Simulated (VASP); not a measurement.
Input of a VASP 6.6.1 run:

INCAR

```
PREC = Accurate ; ENCUT = 600
EDIFF = 1E-7 ; ISMEAR = 0
SIGMA = 0.1 ; LREAL = F
LASPH = T ; NELM = 60
ALGO = Normal ; ISIF = 3
LWAVE = F ; LCHARG = F
GGA = PE ; IBRION = 2
NSW = 100 ; EDIFFG = -0.01
```

Contents of KPOINTS:

```
regular mesh
0
Gamma
  10 10 10
```

The input POSCAR:

```
ZrGe4Mo
1.0
    0.0000000000      3.7753188536      3.7753188536
    3.7753188536      0.0000000000      3.7753188536
    3.7753188536      3.7753188536      0.0000000000
Zr Ge Mo
1 4 1
Direct
    0.0000000000      0.0000000000      0.0000000000
    0.6249704776      0.6249704776      0.6249704776
    0.1250885673      0.6249704776      0.6249704776
    0.6249704776      0.1250885673      0.6249704776
    0.6249704776      0.6249704776      0.1250885673
    0.2500000000      0.2500000000      0.2500000000
```

Potentials or basis: VASP PAW PBE potentials, release 64 (Zr_sv, Ge_d, Mo_sv).

Launch:

```bash
$ cat potpaw_PBE.64/Zr_sv/POTCAR potpaw_PBE.64/Ge_d/POTCAR potpaw_PBE.64/Mo_sv/POTCAR > POTCAR
$ mpirun -np 1 vasp_std > vasp.out
```

Q: Estimate the band gap on the k mesh.

A: Zero (band 41 reaches 9.22 eV, above the bottom of band 42 at 8.37 eV).

Q: Predict the relaxed cell.

A: a = 5.345 Å, b = 5.345 Å, c = 5.345 Å, α = 60.00°, β = 60.00°, γ = 60.00°.

Q: What does it give for the relaxed volume?

A: 17.99 Å³/atom.

Q: What does it give for the space group after relaxing (to 0.05 Å)?

A: F-43m (No. 216).

Final structure:
```
CELL_PARAMETERS angstrom
0.00000 3.77923 3.77923
3.77923 0.00000 3.77923
3.77923 3.77923 0.00000
ATOMIC_POSITIONS crystal
Zr 0.00000 0.00000 0.00000
Ge 0.62459 0.62459 0.62459
Ge 0.12622 0.62459 0.62459
Ge 0.62459 0.12622 0.62459
Ge 0.62459 0.62459 0.12622
Mo 0.25000 0.25000 0.25000
```
